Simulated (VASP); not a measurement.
A run of VASP 6.6.1:

File INCAR:

```
SYSTEM = GaSb
ALGO = Normal
EDIFF = 1E-6
ENCUT = 520
GGA = PE
ISIF = 2
ISMEAR = 0
ISPIN = 2
LASPH = .True.
LCHARG = .False.
LORBIT = 11
LREAL = .False.
LWAVE = .False.
MAGMOM = 0.5 0.5
NBANDS = 20
NELM = 150
PREC = Accurate
SIGMA = 0.05
```

Contents of KPOINTS:

```
k-points
0
Gamma
  1 1 13
  0 0 0
```

Contents of POSCAR:

```
GaSb
1.0
    9.0000000000      0.0000000000      0.0000000000
    0.0000000000      9.3000000000      0.0000000000
    0.0000000000      0.0000000000      5.1756670037
Ga Sb
1 1
Direct
    0.5000000000      0.5000000000      0.0000000000
    0.5000000000      0.5000000000      0.5000000000
```

Potentials or basis: VASP PAW PBE potentials, release 64 (Ga_d, Sb).

Launch:

```bash
$ cat potpaw_PBE.64/Ga_d/POTCAR potpaw_PBE.64/Sb/POTCAR > POTCAR
$ mpirun -np 1 vasp_std > vasp.out
```

Hardware: 1 thread of AMD EPYC 9R45 96-Core Processor (Zen 5) (shared host).

**Question.** Estimate the wall time of this run.

**Answer.** It took 2 min on 1 thread of AMD EPYC 9R45 96-Core Processor (Zen 5), on a shared host, peak memory 0.61 GiB. Counts: scf iterations 22, k points 7.
